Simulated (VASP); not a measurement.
# BaS (Fm-3m) in VASP: further runs

Runs on BaS. Level: PBE. Tasks: single point.

All numbers are computed with VASP 6.6.1; they aren't measurements. Logs are shortened: lines on timing, memory, paths and dates and some standing lists are left out, and cuts for length are marked.

## (1) The cell of the first run

The structure is cubic, space group Fm-3m (No. 225). The conventional cell has a = 6.315 Å, b = 6.315 Å, c = 6.315 Å, α = 90.00°, β = 90.00°, γ = 90.00°. Within 4.2 Å of Ba (site symmetry m-3m) lie 6 S at 3.16 Å. S (site symmetry m-3m) has 6 Ba at 3.16 Å within 4.2 Å.

## (2) Single point, PBE (volume changed by -5%)

Contents of INCAR:

```
PREC = Accurate
ENCUT = 520
EDIFF = 1E-6
ISMEAR = 0
SIGMA = 0.01
LREAL = False
LASPH = True
NELM = 60
ALGO = Normal
ISIF = 2
LWAVE = False
LCHARG = False
GGA = PE
NBANDS = 15
```

Contents of KPOINTS:

```
Automatic mesh
0
Gamma
  4 4 4
```

Contents of POSCAR:

```
BaS
1.0
    0.0000000000      3.1574602563      3.1574602563
    3.1574602563      0.0000000000      3.1574602563
    3.1574602563      3.1574602563      0.0000000000
Ba S
1 1
Direct
    0.0000000000      0.0000000000      0.0000000000
    0.5000000000      0.5000000000      0.5000000000
```

Potentials or basis: VASP PAW PBE potentials, release 64 (Ba_sv, S).

Started as:

```console
cat potpaw_PBE.64/Ba_sv/POTCAR potpaw_PBE.64/S/POTCAR > POTCAR
mpirun -np 1 vasp_std > vasp.out
```

OUTCAR:

```text
PREC = Accurate
   ENCUT = 520
   EDIFF = 1E-6
   ISMEAR = 0
   LREAL = False
   LASPH = True
   NELM = 60
   ISIF = 2
   GGA = PE

 ion  position               nearest neighbor table
   1  0.000  0.000  0.000-   2 3.16   2 3.16   2 3.16   2 3.16   2 3.16   2 3.16
   2  0.500  0.500  0.500-   1 3.16   1 3.16   1 3.16   1 3.16   1 3.16   1 3.16

  LATTYP: Found a face centered cubic cell.
 ALAT       =     6.3149205126

  Lattice vectors:

 A1 = (   0.0000000000,   3.1574602563,   3.1574602563)
 A2 = (   3.1574602563,   0.0000000000,   3.1574602563)
 A3 = (   3.1574602563,   3.1574602563,   0.0000000000)

Analysis of symmetry for initial positions (statically):
=====================================================================
 Subroutine PRICEL returns:
 Original cell was already a primitive cell.

 Routine SETGRP: Setting up the symmetry group for a
 face centered cubic supercell.

 Subroutine GETGRP returns: Found 48 space group operations
 (whereof 48 operations were pure point group operations)
 out of a pool of 48 trial point group operations.

The static configuration has the point symmetry O_h .

Analysis of symmetry for dynamics (positions and initial velocities):
=====================================================================
 Subroutine PRICEL returns:
 Original cell was already a primitive cell.

 Routine SETGRP: Setting up the symmetry group for a
 face centered cubic supercell.

 Subroutine GETGRP returns: Found 48 space group operations
 (whereof 48 operations were pure point group operations)
 out of a pool of 48 trial point group operations.

The dynamic configuration has the point symmetry O_h .

 Subroutine INISYM returns: Found 48 space group operations
 (whereof 48 operations are pure point group operations),
 and found     1 'primitive' translations

----------------------------------------------------------------------------------------

                                     Primitive cell

  volume of cell :      62.9569

  direct lattice vectors                    reciprocal lattice vectors
     0.000000000  3.157460256  3.157460256    -0.158355121  0.158355121  0.158355121
     3.157460256  0.000000000  3.157460256     0.158355121 -0.158355121  0.158355121
     3.157460256  3.157460256  0.000000000     0.158355121  0.158355121 -0.158355121

  length of vectors
     4.465323117  4.465323117  4.465323117     0.274279115  0.274279115  0.274279115

  position of ions in fractional coordinates (direct lattice)
     0.000000000  0.000000000  0.000000000
     0.500000000  0.500000000  0.500000000

  ion indices of the primitive-cell ions
   primitive index   ion index
                 1           1
                 2           2

----------------------------------------------------------------------------------------

 KPOINTS: Automatic mesh

Automatic generation of k-mesh.
 Grid dimensions read from file:
 generate k-points for:    4    4    4

 Generating k-lattice:

  Cartesian coordinates                     Fractional coordinates (reciprocal lattice)
    -0.039588780  0.039588780  0.039588780     0.250000000  0.000000000  0.000000000
     0.039588780 -0.039588780  0.039588780     0.000000000  0.250000000  0.000000000
     0.039588780  0.039588780 -0.039588780     0.000000000  0.000000000  0.250000000

  Length of vectors
     0.068569779  0.068569779  0.068569779

  Shift w.r.t. Gamma in fractional coordinates (k-lattice)
     0.000000000  0.000000000  0.000000000

 Subroutine IBZKPT returns following result:
 ===========================================

 Found      8 irreducible k-points:

 Following reciprocal coordinates:
            Coordinates               Weight
  0.000000  0.000000  0.000000      1.000000
  0.250000  0.000000  0.000000      8.000000
  0.500000  0.000000  0.000000      4.000000
  0.250000  0.250000  0.000000      6.000000
  0.500000  0.250000  0.000000     24.000000
 -0.250000  0.250000  0.000000     12.000000
  0.500000  0.500000  0.000000      3.000000
 -0.250000  0.500000  0.250000      6.000000
   k-points           NKPTS =      8   k-points in BZ     NKDIM =      8   number of bands    NBANDS=     15
   number of dos      NEDOS =    301   number of ions     NIONS =      2
   total plane-waves  NPLWV =  46656
   dimension x,y,z NGX =    36 NGY =   36 NGZ =   36
   dimension x,y,z NGXF=    72 NGYF=   72 NGZF=   72
   ions per type =               1   1
   NGX,Y,Z   is equivalent  to a cutoff of  13.40, 13.40, 13.40 a.u.
   NGXF,Y,Z  is equivalent  to a cutoff of  26.81, 26.81, 26.81 a.u.
 SYSTEM =  unknown system
   PREC   = accura    normal or accurate (medium, high low for compatibility)
   ISTART =      0    job   : 0-new  1-cont  2-samecut
   ICHARG =      2    charge: 1-file 2-atom 10-const
   ISPIN  =      1    spin polarized calculation?
   LNONCOLLINEAR =      F non collinear calculations
   LSORBIT =      F    spin-orbit coupling
   LASPH  =      T    aspherical Exc in radial PAW
   ENCUT  =  520.0 eV  38.22 Ry    6.18 a.u.   8.30  8.30  8.30*2*pi/ulx,y,z
   NELM   =     60;   NELMIN=  2; NELMDL= -5     # of ELM steps
   EDIFF  = 0.1E-05   stopping-criterion for ELM
   LREAL  =      F    real-space projection
   EDIFFG = 0.1E-04   stopping-criterion for IOM
   NSW    =      0    number of steps for IOM
   IBRION =     -1    ionic relax: 0-MD 1-quasi-New 2-CG
   NFREE  =      0    steps in history (QN), initial steepest desc. (CG)
   ISIF   =      2    stress and relaxation
   ISYM   =      2    0-nonsym 1-usesym 2-fastsym
   POTIM  = 0.5000    time-step for ionic-motion
   TEBEG  =    0.0;   TEEND  =   0.0 temperature during run
   PSTRESS=    0.0 pullay stress
   NELECT =      16.0000    total number of electrons
   NUPDOWN=      -1.0000    fix difference up-down
   EMIN   =  10.00;   EMAX   =-10.00  energy-range for DOS
   EFERMI =   0.00;   METHOD = LEGACY
   ISMEAR =     0;   SIGMA  =   0.01  broadening in eV -4-tet -1-fermi 0-gaus
   EFERMI_NEDOS =   21; number of points for ismear=-14 and -15
   IALGO  =     38    algorithm
   IMIX   =      4    mixing-type and parameters
     AMIX     =   0.40;   BMIX     =  1.00
     AMIX_MAG =   1.60;   BMIX_MAG =  1.00
  volume/ion in A,a.u.               =      31.48       212.43
  Fermi-wavevector in a.u.,A,eV,Ry     =   1.036972  1.959593 14.630487  1.075310
  Thomas-Fermi vector in A             =   2.171388
   LORBIT       =      0    0 simple, 1 ext, 2 COOP (PROOUT), +10 PAW based schemes
   GGA     = PE    functional components
   LHFCALC =     F    Hartree Fock is set to
   AEXX    =    0.0000 exact exchange contribution
   IVDW    =     0    specifies the selected vdW correction
   LEPSILON=     F    determine dielectric tensor
   LRPA    =     F    only Hartree local field effects (RPA)
 non-spin polarized calculation
 Gauss-broadening in eV      SIGMA  =   0.01
  energy-cutoff  :      520.00
  volume of cell :       62.96
 maximum number of plane-waves:      1708
 NGX is ok and might be reduce to    36
   NGX = 17   NGY = 17   NGZ = 17

 number of electron      15.9999998 magnetization

 Free energy of the ion-electron system (eV)
  ---------------------------------------------------
  ext. energy  EPLUGINS =         0.00000000
  ---------------------------------------------------
  free energy    TOTEN  =       -10.14747474 eV

  energy without entropy =      -10.14747474  energy(sigma->0) =      -10.14747474

 E-fermi :   1.7835     XC(G=0):  -8.7674

 val. band max:        1.6431878220   @ k =   0.0000   0.0000   0.0000
 cond. band min:       3.6826438489   @ k =   0.5000   0.5000   0.0000
 fundamental gap:      2.0394560270
 Fermi energy:         1.7834956870

 k-point     1 :       0.0000    0.0000    0.0000
  band No.  band energies     occupation
      1     -24.3348      2.00000
      2      -9.3855      2.00000
      3      -9.3855      2.00000
      4      -9.3855      2.00000
      5      -8.7699      2.00000
      6       1.6432      2.00000
      7       1.6432      2.00000
      8       1.6432      2.00000
      9       5.4101      0.00000
     10       5.5065      0.00000
     11       5.5065      0.00000
     12       5.5065      0.00000
     13       6.4690      0.00000
     14       6.4690      0.00000
     15      10.4314      0.00000

 k-point     2 :       0.2500    0.0000    0.0000
  band No.  band energies     occupation
      1     -24.3083      2.00000
      2     -10.2363      2.00000
      3      -9.4067      2.00000
      4      -9.4067      2.00000
      5      -7.8707      2.00000
      6       0.4522      2.00000
      7       0.9735      2.00000
      8       0.9735      2.00000
      9       5.7675      0.00000
     10       6.4295      0.00000
     11       6.4295      0.00000
     12       7.2308      0.00000
     13       8.1502      0.00000
     14       8.1502      0.00000
     15      12.4134      0.00000

 k-point     3 :       0.5000    0.0000    0.0000
  band No.  band energies     occupation
      1     -24.2815      2.00000
      2     -10.6808      2.00000
      3      -9.4274      2.00000
      4      -9.4274      2.00000
      5      -7.3697      2.00000
      6      -0.3707      2.00000
      7       0.4869      2.00000
      8       0.4869      2.00000
      9       7.2987      0.00000
     10       7.4345      0.00000
     11       8.0740      0.00000
     12       8.0740      0.00000
     13      10.7125      0.00000
     14      10.7125      0.00000
     15      10.8552      0.00000
[... 55 lines left out ...]
 k-point     7 :       0.5000    0.5000    0.0000
  band No.  band energies     occupation
      1     -24.2660      2.00000
      2      -9.9346      2.00000
      3      -9.6023      2.00000
      4      -9.6023      2.00000
      5      -8.6842      2.00000
      6       1.1614      2.00000
      7       1.5258      2.00000
      8       1.5258      2.00000
      9       3.6826      0.00000
     10       7.6575      0.00000
     11       7.8758      0.00000
     12       9.3152      0.00000
     13       9.3152      0.00000
     14       9.4791      0.00000
     15      10.3988      0.00000

 k-point     8 :      -0.2500    0.5000    0.2500
  band No.  band energies     occupation
      1     -24.2654      2.00000
      2     -10.0197      2.00000
      3      -9.7724      2.00000
      4      -9.7724      2.00000
      5      -8.0395      2.00000
      6       0.4673      2.00000
      7       1.1703      2.00000
      8       1.1703      2.00000
      9       5.9545      0.00000
     10       5.9545      0.00000
     11       8.1091      0.00000
     12       8.6754      0.00000
     13       9.3424      0.00000
     14      11.5000      0.00000
     15      12.5391      0.00000

------------------------ aborting loop because EDIFF is reached ----------------------------------------

  FORCE on cell =-STRESS in cart. coord.  units (eV):
  Direction    XX          YY          ZZ          XY          YZ          ZX
  --------------------------------------------------------------------------------------
  -------------------------------------------------------------------------------------
  Total        1.2731101      1.2731101      1.2731101     -0.0000000      0.0000000      0.0000000
  in kB       32.3990950     32.3990950     32.3990950     -0.0000000      0.0000000      0.0000000
  external PRESSURE =      32.3990950 kB  Pullay stress =       0.0000000 kB

 VOLUME and BASIS-vectors are now :
 -----------------------------------------------------------------------------
  energy-cutoff  :      520.00
  volume of cell :       62.96
      direct lattice vectors                 reciprocal lattice vectors
     0.000000000  3.157460256  3.157460256    -0.158355121  0.158355121  0.158355121
     3.157460256  0.000000000  3.157460256     0.158355121 -0.158355121  0.158355121
     3.157460256  3.157460256  0.000000000     0.158355121  0.158355121 -0.158355121

 POSITION                                       TOTAL-FORCE (eV/Angst)
 -----------------------------------------------------------------------------------
      0.00000      0.00000      0.00000         0.000000      0.000000      0.000000
      3.15746      3.15746      3.15746        -0.000000     -0.000000      0.000000
 -----------------------------------------------------------------------------------
    total drift:                                0.000000      0.000000      0.000000

  FREE ENERGIE OF THE ION-ELECTRON SYSTEM (eV)
  ---------------------------------------------------
  free  energy   TOTEN  =       -10.1474747414 eV

  energy  without entropy=      -10.1474747414  energy(sigma->0) =      -10.14747474
```

Wall time 18 s (1 thread of Intel Xeon 8259CL, shared host); peak memory 0.2 GiB.

What came out:

- Free energy: -10.1475 eV
- Pressure: 3.2 GPa
- Band gap on the k mesh: 2.04 eV, indirect (least direct gap 2.16 eV)

Levels at points of the mesh, in eV from the valence-band top:
| k point | band 5 | band 6 | band 7 | band 8 | band 9 | band 10 | band 11 | band 12 |
| --- | --- | --- | --- | --- | --- | --- | --- | --- |
| (0.00, 0.00, 0.00) | -10.41 | 0.00 | 0.00 | 0.00 | 3.77 | 3.86 | 3.86 | 3.86 |
| (0.50, 0.00, 0.00) | -9.01 | -2.01 | -1.16 | -1.16 | 5.66 | 5.79 | 6.43 | 6.43 |
| (0.50, 0.50, 0.00) | -10.33 | -0.48 | -0.12 | -0.12 | 2.04 | 6.01 | 6.23 | 7.67 |

Caveat: the k points lie up to 0.43 Å⁻¹ apart; spin-orbit coupling is left out, which moves the levels of the heavy elements.

[end of part 1 of 2]
